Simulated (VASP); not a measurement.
Here is a VASP 6.6.1 calculation.

INCAR

```
SYSTEM = As
ALGO = Normal
EDIFF = 1E-6
ENCUT = 520
GGA = PE
ISIF = 2
ISMEAR = 0
LASPH = .TRUE.
LCHARG = .FALSE.
LREAL = .FALSE.
LWAVE = .FALSE.
NBANDS = 12
NELM = 100
PREC = Accurate
SIGMA = 0.1
```

File KPOINTS:

```
k-points
0
G
  6 6 6
  0 0 0
```

File POSCAR:

```
As
1.0
    1.9110673473      1.1033552474      3.5377513800
   -1.9110673473      1.1033552474      3.5377513800
    0.0000000000     -2.2067104948      3.5377513800
As
2
Direct
    0.2265848970      0.2265848970      0.2265848970
    0.7734151030      0.7734151030      0.7734151030
```

Potentials or basis: VASP PAW PBE potentials, release 64 (As).

Command:

```bash
$ cat potpaw_PBE.64/As/POTCAR > POTCAR
$ mpirun -np 1 vasp_std > vasp.out
```

Question: Predict the pressure.

Answer: 0.4 GPa.

Question: What does it give for the largest force?

Answer: 0.047 eV/Å.

Question: Estimate the band gap on the k mesh.

Answer: Zero (bands 5 and 6 overlap by 0.25 eV).

Forces in eV/Å, atoms in the order of the input:
```
As   0.000  0.000  0.047
As   0.000  0.000 -0.047
```
